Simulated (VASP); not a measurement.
A run of VASP 6.6.1 is set up as follows.

INCAR

```
SYSTEM = Hf7N
PREC = Accurate
ENCUT = 600
EDIFF = 1E-6
ISMEAR = 0
SIGMA = 0.2
LREAL = .False.
LASPH = .True.
NELM = 100
ALGO = Normal
ISIF = 3
LWAVE = .False.
LCHARG = .False.
GGA = PE
IBRION = 2
NSW = 36
EDIFFG = -0.08
```

File KPOINTS:

```
regular mesh
0
Gamma
  3 3 3
  0 0 0
```

POSCAR

```
Hf7N
1.0
    4.2250000000      2.4393048900      2.5333333300
   -4.2250000000      2.4393048900      2.5333333300
    0.0000000000     -4.8786097700      2.5333333300
Hf N
7 1
Direct
    0.2143000000      0.3571000000      0.9286000000
    0.9286000000      0.2143000000      0.3571000000
    0.6429000000      0.0714000000      0.7857000000
    0.0714000000      0.7857000000      0.6429000000
    0.7857000000      0.6429000000      0.0714000000
    0.3571000000      0.9286000000      0.2143000000
    0.5000000000      0.5000000000      0.5000000000
    0.0000000000      0.0000000000      0.0000000000
```

Potentials or basis: VASP PAW PBE potentials, release 64 (Hf_pv, N).

Run with:

```bash
$ cat potpaw_PBE.64/Hf_pv/POTCAR potpaw_PBE.64/N/POTCAR > POTCAR
$ mpirun -np 1 vasp_std > vasp.out
```

Question: Estimate the relaxed cell.

Answer: a = 5.527 Å, b = 5.527 Å, c = 5.527 Å, α = 99.43°, β = 99.43°, γ = 99.43°.

Question: Predict the relaxed volume.

Answer: 20.14 Å³/atom.

Question: What does it give for the band gap on the k mesh?

Answer: Zero (an odd number of electrons rules out a gap without spin polarisation).

Question: Estimate the space group after relaxing (to 0.1 Å).

Answer: R-3 (No. 148).

The path:
| step | energy change (eV) | largest force (eV/Å) | pressure (GPa) | volume (Å³) |
| --- | --- | --- | --- | --- |
| 1 | 0.0000 | 0.3392 | 3.09 | 156.65 |
| 2 | -0.0708 | 0.3691 | -3.68 | 165.32 |
| 3 | -0.1003 | 0.3559 | -1.44 | 162.21 |
| 4 | -0.1444 | 0.1715 | 0.12 | 160.64 |
| 5 | -0.1444 | 0.1676 | 0.17 | 160.58 |
| 6 | -0.1546 | 0.1176 | 0.09 | 160.82 |
| 7 | -0.1605 | 0.1098 | -0.07 | 161.27 |
| 8 | -0.1606 | 0.1033 | -0.05 | 161.21 |
| 9 | -0.1634 | 0.0297 | -0.08 | 161.11 |

Caveat: the k points lie up to 0.39 Å⁻¹ apart in the final cell, too coarse for converged energies and pressures of a metal; spin-orbit coupling is left out, which moves the levels of the heavy elements.
